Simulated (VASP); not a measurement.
Set up this calculation in VASP 6.6.1, as the native input.

| Quantity | Value |
| --- | --- |
| Task | relaxation of cell and atoms |
| Functional | PBE |
| Potentials or basis | VASP PAW PBE potentials, release 64 (Pd) |
| Cutoff | 600 eV |
| k mesh | 15 × 15 × 15 |
| Occupations | fermi-dirac, width 0.08 eV |
| Spin | no spin polarisation |
| Target pressure | 22 GPa |
| Dipole correction | no |
| Further INCAR settings | ALGO = Normal; EDIFF = 1e-06; IBRION = 2; EDIFFG = -0.005; NSW = 32; ISIF = 3 |

The structure of Pd lies in POSCAR:

```
Pd
1.0
    2.5045667846      0.0000000000      0.0000000000
    0.0000000000      2.5045667846      0.0000000000
    0.0000000000      0.0000000000      2.5045667846
Pd
1
Direct
    0.0000000000      0.0000000000      0.0000000000
```

One way to write it, as run:

INCAR

```
SYSTEM = Pd
PREC     = Accurate       ! precision mode
ENCUT    = 600            ! plane-wave cutoff, eV
EDIFF    = 1E-6           ! SCF threshold, eV
ISMEAR   = -1             ! smearing method
SIGMA    = 0.08           ! smearing width, eV
LREAL    = .False.        ! projectors in reciprocal space
LASPH    = .True.         ! aspherical terms in the spheres
NELM     = 80             ! most SCF steps
ALGO     = Normal         ! electronic algorithm
ISIF     = 3              ! what is computed and relaxed
LWAVE    = .False.        ! write WAVECAR
LCHARG   = .False.        ! write CHGCAR
GGA      = PE             ! functional
IBRION   = 2              ! ionic algorithm
NSW      = 32             ! ionic steps
EDIFFG   = -0.005         ! ionic threshold
PSTRESS  = 220.0
```

KPOINTS

```
Automatic mesh
0
Gamma
  15 15 15
  0 0 0
```

Potentials or basis: VASP PAW PBE potentials, release 64 (Pd).

Run with:

```bash
$ cat potpaw_PBE.64/Pd/POTCAR > POTCAR
$ mpirun -np 1 vasp_std > vasp.out
```

It gave:

```
Relaxed volume                                         : 15.67 Å³/atom
Relaxed cell                                           : a = 2.502 Å, b = 2.502 Å, c = 2.502 Å, α = 90.00°, β = 90.00°, γ = 90.00°
Space group after relaxing (to 0.05 Å)                 : Pm-3m (No. 221)
Energy change on relaxing (the enthalpy is what falls) : +5.9 meV/atom
Ionic steps                                            : 3
Pressure after relaxing                                : 22.0 GPa
Band gap on the k mesh                                 : zero (band 5 reaches 10.52 eV, above the bottom of band 6 at 8.30 eV)
```

Caveat: the cell is relaxed towards a set pressure, so the enthalpy falls and the energy may rise.

It took 30 s on 1 thread of Intel(R) Xeon(R) Platinum 8259CL CPU @ 2.50GHz (Skylake/Cascade Lake), with other jobs on the host, peak memory 0.14 GiB.
